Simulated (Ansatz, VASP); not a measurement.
## C in VASP and in Ansatz

```
C
1.0
     1.75913    1.75913    0.00000
    -1.75913    1.75913    0.00000
     0.00000    1.75913    1.78157
C
2
Direct
  0.50000 0.50000 0.00000
  0.75000 0.25000 0.50000
```

Change from the starting cell: film at in-plane strain -0.01.

Alike in both runs: task single point; functional PBEsol; k mesh 12 × 12 × 12; no spin polarisation.

```csv
,VASP,Ansatz
version,VASP 6.6.1,Ansatz 0.2.0
potentials or method,"VASP PAW PBE potentials, release 64 (C), cutoff 520 eV","all-electron LAPW, scalar-relativistic"
occupations,"gaussian, width 0.01 eV",fixed
```

|  | VASP | Ansatz | Ansatz less VASP |
| --- | --- | --- | --- |
| gap on the k mesh at the Fermi level (eV) | 3.94 | 3.94 | +0.006 |
| pressure (GPa) | 9.3 | 8.2 | -1.15 |
| traceless stress, the component that is largest in VASP (GPa) | -8.11 | -8.12 | -0.016 |

VASP's potentials were made for PBE, not for PBEsol. Ansatz ran all-electron here, and VASP with PAW potentials.
